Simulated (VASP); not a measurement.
Rh:

```
CELL_PARAMETERS angstrom
0.00000 1.89785 1.89785
1.89785 0.00000 1.89785
1.89785 1.89785 0.00000
ATOMIC_POSITIONS crystal
Rh 0.00000 0.00000 0.00000
```

| Item | Value |
| --- | --- |
| Program | VASP 6.6.1 |
| Task | relaxation of cell and atoms |
| Functional | PBEsol |
| Dispersion | D3(BJ) |
| Potentials or basis | VASP PAW PBE potentials, release 64 (Rh_pv) |
| Cutoff | 600 eV |
| k mesh | 12 × 12 × 12 |
| Occupations | fermi-dirac, width 0.05 eV |
| Spin | no spin polarisation |

At the start: pressure -11.2 GPa; volume 13.67 Å³/atom.

**Question.** Where does the relaxation end?

**Answer.** Over 7 steps the energy falls by 18.6 meV/atom and the volume is 13.16 Å³/atom (-3.8 %); space group Fm-3m (No. 225, to 0.05 Å).

Step by step:
```tsv
step	energy change (eV)	largest force (eV/Å)	pressure (GPa)	volume (Å³)
1	0.0000	0.0000	-11.17	13.67
2	0.1371	0.0000	42.97	11.87
3	-0.0186	0.0000	-0.48	13.18
4	-0.0186	0.0000	-0.07	13.16
5	-0.0186	0.0000	0.17	13.15
6	-0.0186	0.0000	-0.38	13.17
7	-0.0186	0.0000	0.02	13.16
```

Final structure:
```
Rh
1.0
     0.00000    1.87379    1.87379
     1.87379    0.00000    1.87379
     1.87379    1.87379    0.00000
Rh
1
Cartesian
  0.0000 0.0000 0.0000
```

Caveat: the PAW data sets were made with another functional, which shifts forces and pressure a little; pairwise dispersion overbinds metals, which lowers pressure and volume.
